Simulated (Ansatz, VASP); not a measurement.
# MgS in VASP and in Ansatz

```
Mg S
1.0
     0.00000    2.61970    2.61970
     2.61970    0.00000    2.61970
     2.61970    2.61970    0.00000
Mg S
1 1
Cartesian
  0.0000 0.0000 0.0000
  2.6197 2.6197 2.6197
```

Alike in both runs: task relaxation of the atoms; functional r2SCAN; k mesh 10 × 10 × 10; occupations fermi-dirac, width 0.02 eV; no spin polarisation.

|  | VASP | Ansatz |
| --- | --- | --- |
| version | VASP 6.6.1 | Ansatz 0.2.0 |
| potentials or method | VASP PAW PBE potentials, release 64 (Mg, S), cutoff 520 eV | PAW plane waves |
| valence electrons in the cell | 8 | 16 |

```tsv
	VASP	Ansatz	Ansatz less VASP
gap on the k mesh at the Fermi level, each at its own relaxed structure (eV)	3.39	3.43	+0.037
```

VASP's potentials were made for PBE, not for r2SCAN. VASP's potentials hold 8 valence electrons a cell and Ansatz's 16, so a difference there can come from the potentials and not from the codes. Ansatz's warnings: stress scf threshold loose.

Noted on VASP's run: the relaxation stopped at its first step, so nothing moved.
